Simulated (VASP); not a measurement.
Write the native input for VASP 6.6.1 that does the following.

* Task: single point
* Functional: PBEsol
* Potentials or basis: VASP PAW PBE potentials, release 64 (K_sv, Br)
* Cutoff: 500 eV
* k mesh: 4 × 4 × 4
* Occupations: fermi-dirac, width 0.05 eV
* Spin: no spin polarisation
* Dipole correction: no
* Further INCAR settings: ALGO = Normal; EDIFF = 1e-06; NBANDS = 15

The structure of KBr lies in POSCAR:

```
KBr
1.0
    0.0000000000      3.3024386828      3.3024386828
    3.3024386828      0.0000000000      3.3024386828
    3.3024386828      3.3024386828      0.0000000000
K Br
1 1
Direct
    0.0000000000      0.0000000000      0.0000000000
    0.5000000000      0.5000000000      0.5000000000
```

These files were run (other wordings do the same):

INCAR

```
SYSTEM = KBr
PREC = Accurate ; ENCUT = 500
EDIFF = 1E-6 ; ISMEAR = -1
SIGMA = 0.05 ; LREAL = .FALSE.
LASPH = .TRUE. ; NELM = 120
ALGO = Normal ; ISIF = 2
LWAVE = .FALSE. ; LCHARG = .FALSE.
GGA = PS ; NBANDS = 15
GGA_COMPAT = .FALSE.
```

KPOINTS

```
Automatic mesh
0
G
  4 4 4
  0 0 0
```

Potentials or basis: VASP PAW PBE potentials, release 64 (K_sv, Br).

Launch:

```sh
$ cat potpaw_PBE.64/K_sv/POTCAR potpaw_PBE.64/Br/POTCAR > POTCAR
$ mpirun -np 1 vasp_std > vasp.out
```

Results of the run:

- Pressure: -0.3 GPa
- Band gap on the k mesh: 4.27 eV

Caveat: the PAW data sets were made with another functional, which shifts forces and pressure a little.

It took 12 s on 1 thread of AMD EPYC 7R43 64-Core Processor (Zen 3), on a shared host, peak memory 0.16 GiB.
